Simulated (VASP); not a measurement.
Here is a VASP 6.6.1 calculation.

Contents of INCAR:

```
SYSTEM = Ge
  PREC = Accurate
  ENCUT = 520
  EDIFF = 1E-6
  ISMEAR = -1
  SIGMA = 0.05
  LREAL = .FALSE.
  LASPH = .TRUE.
  NELM = 100
  ALGO = Normal
  ISIF = 2
  LWAVE = .FALSE.
  LCHARG = .FALSE.
  GGA = PS
  NBANDS = 36
```

The input KPOINTS:

```
Automatic mesh
0
G
  8 8 4
  0 0 0
```

File POSCAR:

```
Ge
1.0
    4.0002143269      0.0000000000      0.0000000000
   -2.0001071635      3.4642872276      0.0000000000
    0.0000000000      0.0000000000      6.5879557996
Ge
4
Direct
    0.3333333333      0.6666666667      0.9372402552
    0.6666666667      0.3333333333      0.4372402552
    0.3333333333      0.6666666667      0.5627597448
    0.6666666667      0.3333333333      0.0627597448
```

Potentials or basis: VASP PAW PBE potentials, release 64 (Ge_d).

Run with:

```sh
$ cat potpaw_PBE.64/Ge_d/POTCAR > POTCAR
$ mpirun -np 1 vasp_std > vasp.out
```

**Question.** What does it give for the band gap on the k mesh?

**Answer.** 0.07 eV (least direct gap 0.15 eV).

**Question.** Estimate the pressure.

**Answer.** -0.1 GPa.

Caveat: semilocal functionals underestimate gaps, and a narrow one can read as zero; the PAW data sets were made with another functional, which shifts forces and pressure a little. A k mesh can miss the band edges.
